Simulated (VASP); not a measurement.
# Ba7O (Fm-3m) in VASP: relaxation of cell and atoms with PBE

Aim: the relaxation of cell and atoms of Ba7O with PBE.

Program: VASP 6.6.1. These are calculated values, not measurements. Logs are shortened: lines on timing, memory, paths and dates and some standing lists are left out, and cuts for length are marked.

## 1. The cell of the first run

The structure is cubic, space group Fm-3m (No. 225). The conventional cell has a = 11.877 Å, b = 11.877 Å, c = 11.877 Å, α = 90.00°, β = 90.00°, γ = 90.00°. Ba (site symmetry mmm) has 10 Ba at 4.20 Å and 2 O at 4.20 Å within 5.5 Å. Within 5.5 Å of Ba (site symmetry m-3m) lie 12 Ba at 4.20 Å. Within 5.5 Å of O (site symmetry m-3m) lie 12 Ba at 4.20 Å.

The cell was built from a structure type or drawn by symmetry, and may not be a known phase.

## 2. Relaxation of cell and atoms, PBE

Input file INCAR:

```
PREC = Accurate
ENCUT = 600
EDIFF = 1E-6
ISMEAR = 0
SIGMA = 0.1
LREAL = False
LASPH = True
NELM = 80
ALGO = Normal
ISIF = 3
LWAVE = False
LCHARG = False
GGA = PE
IBRION = 2
NSW = 100
EDIFFG = -0.01
```

Input file KPOINTS:

```
regular mesh
0
Gamma
  6 6 6
```

Input file POSCAR:

```
Ba7O
1.0
    0.0000000000      5.9386584558      5.9386584558
    5.9386584558      0.0000000000      5.9386584558
    5.9386584558      5.9386584558      0.0000000000
Ba O
7 1
Direct
    0.5000000000      0.0000000000      0.5000000000
    0.5000000000      0.5000000000      0.0000000000
    0.0000000000      0.5000000000      0.5000000000
    0.5000000000      0.5000000000      0.5000000000
    0.0000000000      0.5000000000      0.0000000000
    0.0000000000      0.0000000000      0.5000000000
    0.5000000000      0.0000000000      0.0000000000
    0.0000000000      0.0000000000      0.0000000000
```

Potentials or basis: VASP PAW PBE potentials, release 64 (Ba_sv, O).

Started as:

```sh
> cat potpaw_PBE.64/Ba_sv/POTCAR potpaw_PBE.64/O/POTCAR > POTCAR
> mpirun -np 1 vasp_std > vasp.out
```

OUTCAR:

```text
PREC = Accurate
   ENCUT = 600
   EDIFF = 1E-6
   ISMEAR = 0
   LREAL = False
   LASPH = True
   NELM = 80
   ISIF = 3
   GGA = PE
   IBRION = 2
   NSW = 100
   EDIFFG = -0.01

 ion  position               nearest neighbor table
   1  0.500  0.000  0.500-   4 4.20   6 4.20   7 4.20   2 4.20   7 4.20   2 4.20   3 4.20   4 4.20
                             3 4.20   6 4.20
   2  0.500  0.500  0.000-   4 4.20   5 4.20   7 4.20   1 4.20   3 4.20   4 4.20   1 4.20   7 4.20
                             3 4.20   5 4.20
   3  0.000  0.500  0.500-   4 4.20   5 4.20   6 4.20   2 4.20   5 4.20   1 4.20   6 4.20   1 4.20
                             2 4.20   4 4.20
   4  0.500  0.500  0.500-   1 4.20   2 4.20   3 4.20   2 4.20   5 4.20   7 4.20   1 4.20   6 4.20
                             7 4.20   3 4.20   5 4.20   6 4.20
   5  0.000  0.500  0.000-   2 4.20   3 4.20   3 4.20   4 4.20   6 4.20   6 4.20   7 4.20   2 4.20
                             4 4.20   7 4.20
   6  0.000  0.000  0.500-   1 4.20   3 4.20   5 4.20   7 4.20   3 4.20   4 4.20   5 4.20   1 4.20
                             4 4.20   7 4.20
   7  0.500  0.000  0.000-   1 4.20   2 4.20   1 4.20   4 4.20   6 4.20   2 4.20   4 4.20   5 4.20
                             5 4.20   6 4.20
   8  0.000  0.000  0.000-

  LATTYP: Found a face centered cubic cell.
 ALAT       =    11.8773169116

  Lattice vectors:

 A1 = (   0.0000000000,   5.9386584558,   5.9386584558)
 A2 = (   5.9386584558,   0.0000000000,   5.9386584558)
 A3 = (   5.9386584558,   5.9386584558,   0.0000000000)

Analysis of symmetry for initial positions (statically):
=====================================================================
 Subroutine PRICEL returns:
 Original cell was already a primitive cell.

 Routine SETGRP: Setting up the symmetry group for a
 face centered cubic supercell.

 Subroutine GETGRP returns: Found 48 space group operations
 (whereof 48 operations were pure point group operations)
 out of a pool of 48 trial point group operations.

The static configuration has the point symmetry O_h .

Analysis of symmetry for dynamics (positions and initial velocities):
=====================================================================
 Subroutine PRICEL returns:
 Original cell was already a primitive cell.

 Routine SETGRP: Setting up the symmetry group for a
 face centered cubic supercell.

 Subroutine GETGRP returns: Found 48 space group operations
 (whereof 48 operations were pure point group operations)
 out of a pool of 48 trial point group operations.

The dynamic configuration has the point symmetry O_h .

 Subroutine INISYM returns: Found 48 space group operations
 (whereof 48 operations are pure point group operations),
 and found     1 'primitive' translations

----------------------------------------------------------------------------------------

                                     Primitive cell

  volume of cell :     418.8852

  direct lattice vectors                    reciprocal lattice vectors
     0.000000000  5.938658456  5.938658456    -0.084194099  0.084194099  0.084194099
     5.938658456  0.000000000  5.938658456     0.084194099 -0.084194099  0.084194099
     5.938658456  5.938658456  0.000000000     0.084194099  0.084194099 -0.084194099

  length of vectors
     8.398531330  8.398531330  8.398531330     0.145828458  0.145828458  0.145828458

  position of ions in fractional coordinates (direct lattice)
     0.500000000  0.000000000  0.500000000
     0.500000000  0.500000000  0.000000000
     0.000000000  0.500000000  0.500000000
     0.500000000  0.500000000  0.500000000
     0.000000000  0.500000000  0.000000000
     0.000000000  0.000000000  0.500000000
     0.500000000  0.000000000  0.000000000
     0.000000000  0.000000000  0.000000000

  ion indices of the primitive-cell ions
   primitive index   ion index
                 1           1
                 2           2
                 3           3
                 4           4
                 5           5
                 6           6
                 7           7
                 8           8

----------------------------------------------------------------------------------------

 KPOINTS: regular mesh

Automatic generation of k-mesh.
 Grid dimensions read from file:
 generate k-points for:    6    6    6

 Generating k-lattice:

  Cartesian coordinates                     Fractional coordinates (reciprocal lattice)
    -0.014032350  0.014032350  0.014032350     0.166666667  0.000000000  0.000000000
     0.014032350 -0.014032350  0.014032350     0.000000000  0.166666667  0.000000000
     0.014032350  0.014032350 -0.014032350     0.000000000  0.000000000  0.166666667

  Length of vectors
     0.024304743  0.024304743  0.024304743

  Shift w.r.t. Gamma in fractional coordinates (k-lattice)
     0.000000000  0.000000000  0.000000000

 Subroutine IBZKPT returns following result:
 ===========================================

 Found     16 irreducible k-points:

 Following reciprocal coordinates:
            Coordinates               Weight
  0.000000  0.000000  0.000000      1.000000
  0.166667  0.000000  0.000000      8.000000
  0.333333  0.000000  0.000000      8.000000
  0.500000  0.000000  0.000000      4.000000
  0.166667  0.166667  0.000000      6.000000
  0.333333  0.166667  0.000000     24.000000
[... 8 lines left out ...]
 -0.333333  0.333333  0.166667     24.000000
 -0.333333  0.500000  0.166667     12.000000
   k-points           NKPTS =     16   k-points in BZ     NKDIM =     16   number of bands    NBANDS=     45
   number of dos      NEDOS =    301   number of ions     NIONS =      8
   total plane-waves  NPLWV = 343000
   dimension x,y,z NGX =    70 NGY =   70 NGZ =   70
   dimension x,y,z NGXF=   140 NGYF=  140 NGZF=  140
   ions per type =               7   1
   NGX,Y,Z   is equivalent  to a cutoff of  13.86, 13.86, 13.86 a.u.
   NGXF,Y,Z  is equivalent  to a cutoff of  27.71, 27.71, 27.71 a.u.
 SYSTEM =  unknown system
   PREC   = accura    normal or accurate (medium, high low for compatibility)
   ISTART =      0    job   : 0-new  1-cont  2-samecut
   ICHARG =      2    charge: 1-file 2-atom 10-const
   ISPIN  =      1    spin polarized calculation?
   LNONCOLLINEAR =      F non collinear calculations
   LSORBIT =      F    spin-orbit coupling
   LASPH  =      T    aspherical Exc in radial PAW
   ENCUT  =  600.0 eV  44.10 Ry    6.64 a.u.  16.77 16.77 16.77*2*pi/ulx,y,z
   NELM   =     80;   NELMIN=  2; NELMDL= -5     # of ELM steps
   EDIFF  = 0.1E-05   stopping-criterion for ELM
   LREAL  =      F    real-space projection
   EDIFFG = -.1E-01   stopping-criterion for IOM
   NSW    =    100    number of steps for IOM
   IBRION =      2    ionic relax: 0-MD 1-quasi-New 2-CG
   NFREE  =      1    steps in history (QN), initial steepest desc. (CG)
   ISIF   =      3    stress and relaxation
   ISYM   =      2    0-nonsym 1-usesym 2-fastsym
   POTIM  = 0.5000    time-step for ionic-motion
   TEBEG  =    0.0;   TEEND  =   0.0 temperature during run
   PSTRESS=    0.0 pullay stress
   NELECT =      76.0000    total number of electrons
   NUPDOWN=      -1.0000    fix difference up-down
   EMIN   =  10.00;   EMAX   =-10.00  energy-range for DOS
   EFERMI =   0.00;   METHOD = LEGACY
   ISMEAR =     0;   SIGMA  =   0.10  broadening in eV -4-tet -1-fermi 0-gaus
   EFERMI_NEDOS =   21; number of points for ismear=-14 and -15
   IALGO  =     38    algorithm
   IMIX   =      4    mixing-type and parameters
     AMIX     =   0.40;   BMIX     =  1.00
     AMIX_MAG =   1.60;   BMIX_MAG =  1.00
  volume/ion in A,a.u.               =      52.36       353.35
  Fermi-wavevector in a.u.,A,eV,Ry     =   0.926789  1.751378 11.686567  0.858938
  Thomas-Fermi vector in A             =   2.052789
   LORBIT       =      0    0 simple, 1 ext, 2 COOP (PROOUT), +10 PAW based schemes
   GGA     = PE    functional components
   LHFCALC =     F    Hartree Fock is set to
   AEXX    =    0.0000 exact exchange contribution
   IVDW    =     0    specifies the selected vdW correction
   LEPSILON=     F    determine dielectric tensor
   LRPA    =     F    only Hartree local field effects (RPA)
 conjugate gradient relaxation of ions
 non-spin polarized calculation
 Gauss-broadening in eV      SIGMA  =   0.10
  energy-cutoff  :      600.00
  volume of cell :      418.89
 maximum number of plane-waves:     14024
 NGX is ok and might be reduce to    70
   NGX = 33   NGY = 33   NGZ = 33

--------------------------------------- Ionic step        1  -------------------------------------------

 number of electron      76.0000003 magnetization

 Free energy of the ion-electron system (eV)
  ---------------------------------------------------
  ext. energy  EPLUGINS =         0.00000000
  ---------------------------------------------------
  free energy    TOTEN  =       -17.31590356 eV

  energy without entropy =      -17.25910986  energy(sigma->0) =      -17.28750671

------------------------ aborting loop because EDIFF is reached ----------------------------------------

  FORCE on cell =-STRESS in cart. coord.  units (eV):
  Direction    XX          YY          ZZ          XY          YZ          ZX
  --------------------------------------------------------------------------------------
  -------------------------------------------------------------------------------------
  Total        0.3622524      0.3622524      0.3622524      0.0000000      0.0000000      0.0000000
  in kB        1.3855648      1.3855648      1.3855648      0.0000000      0.0000000      0.0000000
  external PRESSURE =       1.3855648 kB  Pullay stress =       0.0000000 kB
[... 153 lines left out ...]
  energy  without entropy=      -17.2632884523  energy(sigma->0) =      -17.29090744

--------------------------------------- Ionic step        5  -------------------------------------------

 number of electron      76.0000001 magnetization

 Free energy of the ion-electron system (eV)
  ---------------------------------------------------
  ext. energy  EPLUGINS =         0.00000000
  ---------------------------------------------------
  free energy    TOTEN  =       -17.31925742 eV

  energy without entropy =      -17.26354511  energy(sigma->0) =      -17.29140127

 E-fermi :   1.8046     XC(G=0):  -7.5622

 val. band max:        1.7897953169   @ k =   0.0000   0.0000   0.0000
 cond. band min:       1.8063778697   @ k =  -0.3333   0.3333   0.0000
 fundamental gap:      0.0165825528
 Fermi energy:         1.8045846216

 k-point     1 :       0.0000    0.0000    0.0000
  band No.  band energies     occupation
      1     -27.2424      2.00000
      2     -27.1868      2.00000
      3     -27.1868      2.00000
      4     -27.1868      2.00000
      5     -27.1605      2.00000
      6     -27.1605      2.00000
[... 792 lines left out ...]
  FREE ENERGIE OF THE ION-ELECTRON SYSTEM (eV)
  ---------------------------------------------------
  free  energy   TOTEN  =       -17.3192574183 eV

  energy  without entropy=      -17.2635451125  energy(sigma->0) =      -17.29140127

 reached required accuracy - stopping structural energy minimisation
```

Run time: 24 min. Hardware: 1 thread of AMD EPYC 9R45 (Zen 5), shared host; peak memory 0.88 GiB.

What came out:

```yaml
Free_energy: -17.3193 eV
Relaxed_volume: 53.30 Å³/atom
Relaxed_cell: a = 8.448 Å, b = 8.448 Å, c = 8.448 Å, α = 60.00°, β = 60.00°, γ = 60.00°
Space_group_after_relaxing_to_0.1_Å: Fm-3m (No. 225)
Energy_gained_by_relaxing: 0.4 meV/atom
Ionic_steps: 5
Pressure_after_relaxing: 0.0 GPa
Band_gap_on_the_k_mesh: zero (bands 38 and 39 overlap by 0.89 eV)
```

The path:
```tsv
step	energy change (eV)	largest force (eV/Å)	pressure (GPa)	volume (Å³)
1	0.0000	0.0000	0.14	418.89
2	-0.0020	0.0000	0.09	421.64
3	-0.0031	0.0000	0.04	424.41
4	-0.0026	0.0000	-0.07	430.00
5	-0.0034	0.0000	0.00	426.36
```

Final structure:
```xyz
8
Lattice="0.0000 5.9738 5.9738 5.9738 0.0000 5.9738 5.9738 5.9738 0.0000" Properties=species:S:1:pos:R:3 pbc="T T T"
Ba    2.9869    5.9738    2.9869
Ba    2.9869    2.9869    5.9738
Ba    5.9738    2.9869    2.9869
Ba    5.9738    5.9738    5.9738
Ba    2.9869    0.0000    2.9869
Ba    2.9869    2.9869    0.0000
Ba    0.0000    2.9869    2.9869
O     0.0000    0.0000    0.0000
```

Levels at points of the mesh, in eV from the Fermi level:
| k point | band 35 | band 36 | band 37 | band 38 | band 39 | band 40 | band 41 | band 42 |
| --- | --- | --- | --- | --- | --- | --- | --- | --- |
| (0.00, 0.00, 0.00) | -0.99 | -0.99 | -0.99 | -0.70 | -0.70 | -0.02 | -0.01 | -0.01 |
| (0.50, 0.00, 0.00) | -0.55 | -0.36 | -0.36 | 0.08 | 0.12 | 0.12 | 0.41 | 0.43 |
| (0.50, 0.50, 0.00) | -0.36 | -0.15 | -0.15 | -0.06 | 0.25 | 0.31 | 0.54 | 0.61 |

Caveat: spin-orbit coupling is left out, which moves the levels of the heavy elements.
